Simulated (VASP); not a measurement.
Runs of VASP 6.6.1 on MoS. The structure is that of space group Fm-3m (No. 225), or close to it. The cells are those of the table. 

```tsv
task	cell	k mesh	cutoff (eV)	gap on the mesh (eV)	pressure (GPa)	moment (μB)
single point	a = 3.508 Å, angles 60.0°, 2 atoms	6 × 6 × 6	520	none	(a)	0.52
relaxation of cell and atoms	relaxed from a = 3.710 Å, angles 60.0°, 2 atoms	6 × 6 × 6	600	none	-0.3	0.00
single point	a = 3.710 Å, angles 60.0°, 2 atoms	6 × 6 × 6	520	none	(b)	0.60
single point	a = 3.505 Å, angles 60.0°, 2 atoms	20 × 20 × 20	520	none	0.2	0.11
```

Alike in all rows: level PBE; potentials or basis VASP PAW PBE potentials, release 64 (Mo_sv, S); spin collinear, ferromagnetic start; smearing gaussian 0.1 eV.

Fill in the values left out.

(a) 0.1; (b) -19.2.

Caveats: some runs use coarse meshes.

A k mesh can miss the band edges, and the runs leave out spin-orbit coupling on Mo.

A gap of «none» marks levels without a gap at the run's occupations.
